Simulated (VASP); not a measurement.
# Cu (I4/mmm) in VASP: a series of runs, part 3 of 3

VASP 6.6.1. Earlier steps stand in the parts before.

### 5 Single point, PBE (biaxial strain in the a-b plane: +3.0 %, then relaxed in part)

Input file INCAR:

```
SYSTEM = Cu
  PREC = Accurate
  ENCUT = 820
  EDIFF = 1E-6
  ISMEAR = 0
  SIGMA = 0.1
  LREAL = .False.
  LASPH = .True.
  NELM = 120
  ALGO = Normal
  ISIF = 2
  LWAVE = .False.
  LCHARG = .True.
  GGA = PE
  LELF = .True.
  LVHAR = .True.
  NBANDS = 26
  GGA_COMPAT = .False.
```

Input file KPOINTS:

```
regular mesh
0
Gamma
  14 14 16
  0 0 0
```

Input file POSCAR:

```
Cu
1.0
    3.0395937007      0.0000000000      0.0000000000
    0.0000000000      3.0395937007      0.0000000000
    0.0000000000      0.0000000000      2.6404714188
Cu
2
Direct
    0.0000000000      0.0000000000      0.0000000000
    0.5000000000      0.5000000000      0.5000000000
```

Potentials or basis: VASP PAW PBE potentials, release 64 (Cu_sv_GW).

Launch:

```bash
> cat potpaw_PBE.64/Cu_sv_GW/POTCAR > POTCAR
> mpirun -np 1 vasp_std > vasp.out
```

OUTCAR:

```text
SYSTEM = Cu
   PREC = Accurate
   ENCUT = 820
   EDIFF = 1E-6
   ISMEAR = 0
   LREAL = .False.
   LASPH = .True.
   NELM = 120
   ISIF = 2
   GGA = PE

 ion  position               nearest neighbor table
   1  0.000  0.000  0.000-   2 2.52   2 2.52   2 2.52   2 2.52   2 2.52   2 2.52   2 2.52   2 2.52

   2  0.500  0.500  0.500-   1 2.52   1 2.52   1 2.52   1 2.52   1 2.52   1 2.52   1 2.52   1 2.52

  LATTYP: Found a simple tetragonal cell.
 ALAT       =     3.0395937007
 C/A-ratio  =     0.8686922263

  Lattice vectors:

 A1 = (   3.0395937007,   0.0000000000,   0.0000000000)
 A2 = (   0.0000000000,   3.0395937007,   0.0000000000)
 A3 = (   0.0000000000,   0.0000000000,   2.6404714188)

Analysis of symmetry for initial positions (statically):
=====================================================================
 Subroutine PRICEL returns following result:

  LATTYP: Found a body centered tetragonal cell.
 ALAT       =     3.0395937007
 C/A-ratio  =     0.8686922263

  Lattice vectors:

 A1 = (  -1.5197968503,  -1.5197968503,  -1.3202357094)
 A2 = (   1.5197968503,   1.5197968503,  -1.3202357094)
 A3 = (   1.5197968503,  -1.5197968504,   1.3202357094)

   2 primitive cells build up your supercell.

 Routine SETGRP: Setting up the symmetry group for a
 simple tetragonal supercell.

 Subroutine GETGRP returns: Found 16 space group operations
 (whereof 16 operations were pure point group operations)
 out of a pool of 16 trial point group operations.

The static configuration has the point symmetry D_4h.

Analysis of symmetry for dynamics (positions and initial velocities):
=====================================================================
 Subroutine PRICEL returns following result:

  LATTYP: Found a body centered tetragonal cell.
 ALAT       =     3.0395937007
 C/A-ratio  =     0.8686922263

  Lattice vectors:

 A1 = (  -1.5197968503,  -1.5197968503,  -1.3202357094)
[... 125 lines left out ...]
   ISMEAR =     0;   SIGMA  =   0.10  broadening in eV -4-tet -1-fermi 0-gaus
   EFERMI_NEDOS =   21; number of points for ismear=-14 and -15
   IALGO  =     38    algorithm
   IMIX   =      4    mixing-type and parameters
     AMIX     =   0.40;   BMIX     =  1.00
     AMIX_MAG =   1.60;   BMIX_MAG =  1.00
  volume/ion in A,a.u.               =      12.20        82.32
  Fermi-wavevector in a.u.,A,eV,Ry     =   1.897719  3.586168 48.999157  3.601336
  Thomas-Fermi vector in A             =   2.937446
   LORBIT       =      0    0 simple, 1 ext, 2 COOP (PROOUT), +10 PAW based schemes
   GGA     = PE    functional components
   LHFCALC =     F    Hartree Fock is set to
   AEXX    =    0.0000 exact exchange contribution
   IVDW    =     0    specifies the selected vdW correction
   LEPSILON=     F    determine dielectric tensor
   LRPA    =     F    only Hartree local field effects (RPA)
 non-spin polarized calculation
 Gauss-broadening in eV      SIGMA  =   0.10
  energy-cutoff  :      820.00
  volume of cell :       24.40
 maximum number of plane-waves:      1318
   NGX = 15   NGY = 15   NGZ = 13

 number of electron      38.0000011 magnetization

 Free energy of the ion-electron system (eV)
  ---------------------------------------------------
  ext. energy  EPLUGINS =         0.00000000
  ---------------------------------------------------
  free energy    TOTEN  =        -7.51591488 eV

  energy without entropy =       -7.51357199  energy(sigma->0) =       -7.51474344

 E-fermi :   7.1929     XC(G=0): -13.1515

 val. band max:        7.1860074274   @ k =   0.3571   0.0714   0.0625
 cond. band min:       7.2202351919   @ k =   0.5000   0.4286   0.1250
 fundamental gap:      0.0342277645
 Fermi energy:         7.1929462223

 k-point     1 :       0.0000    0.0000    0.0000
  band No.  band energies     occupation
      1    -105.3175      2.00000
      2    -105.2948      2.00000
      3     -62.7121      2.00000
      4     -62.7121      2.00000
      5     -62.6995      2.00000
      6     -62.6455      2.00000
[... 685 lines left out ...]
     25      26.6178      0.00000
     26      28.1934      0.00000

 [... further k-points ...]

------------------------ aborting loop because EDIFF is reached ----------------------------------------

  FORCE on cell =-STRESS in cart. coord.  units (eV):
  Direction    XX          YY          ZZ          XY          YZ          ZX
  --------------------------------------------------------------------------------------
  -------------------------------------------------------------------------------------
  Total       -0.6279596     -0.6279596     -0.2470644      0.0000000      0.0000000      0.0000000
  in kB      -41.2410515    -41.2410515    -16.2258766      0.0000000      0.0000000      0.0000000
  external PRESSURE =     -32.9026599 kB  Pullay stress =       0.0000000 kB

 VOLUME and BASIS-vectors are now :
 -----------------------------------------------------------------------------
  energy-cutoff  :      820.00
  volume of cell :       24.40
      direct lattice vectors                 reciprocal lattice vectors
     3.039593701  0.000000000  0.000000000     0.328991338  0.000000000  0.000000000
     0.000000000  3.039593701  0.000000000     0.000000000  0.328991338  0.000000000
     0.000000000  0.000000000  2.640471419     0.000000000  0.000000000  0.378720252

 POSITION                                       TOTAL-FORCE (eV/Angst)
 -----------------------------------------------------------------------------------
      0.00000      0.00000      0.00000        -0.000000      0.000000     -0.000000
      1.51980      1.51980      1.32024         0.000000      0.000000      0.000000
 -----------------------------------------------------------------------------------
    total drift:                                0.000000      0.000000      0.000000

  FREE ENERGIE OF THE ION-ELECTRON SYSTEM (eV)
  ---------------------------------------------------
  free  energy   TOTEN  =        -7.5159148820 eV

  energy  without entropy=       -7.5135719888  energy(sigma->0) =       -7.51474344
```

Run time: 3 min. Hardware: 1 thread of Intel Xeon 6975P-C (Granite Rapids), shared host; peak memory 0.47 GiB.

What came out:

- Free energy: -7.5159 eV
- Pressure: -3.3 GPa
- Band gap on the k mesh: zero (bands 19 and 20 overlap by 7.37 eV)

Stress tensor (GPa, compression positive):
```
-4.12  0.00  0.00
 0.00 -4.12  0.00
 0.00  0.00 -1.62
```

Caveat: the cell differs from its parent crystal (biaxial strain in the a-b plane: +3.0 %, then relaxed in part); the cell stands under tension.

### 6 Summary

| cell | gap on the mesh (eV) | pressure (GPa) |
| --- | --- | --- |
| a = 3.010, b = 3.010, c = 2.670 Å, 2 atoms | none | -2.4 |
| a = 3.010, b = 3.010, c = 2.726 Å, 2 atoms | none | -5.2 |
| a = 3.040, b = 3.040, c = 2.709 Å, 2 atoms | none | -6.6 |
| a = 3.040, b = 3.040, c = 2.640 Å, 2 atoms | none | -3.3 |

Alike in all rows: task single point; level PBE; potentials or basis VASP PAW PBE potentials, release 64 (Cu_sv_GW); no spin polarisation; k mesh 14 × 14 × 16; cutoff (eV) 820; smearing gaussian 0.1 eV.

Caveats: the cell stands under tension (at least some runs).

Absolute energies hang on the potentials; compare differences alone.

The gap in the log of VASP goes by the Fermi energy; the results here count the filled bands.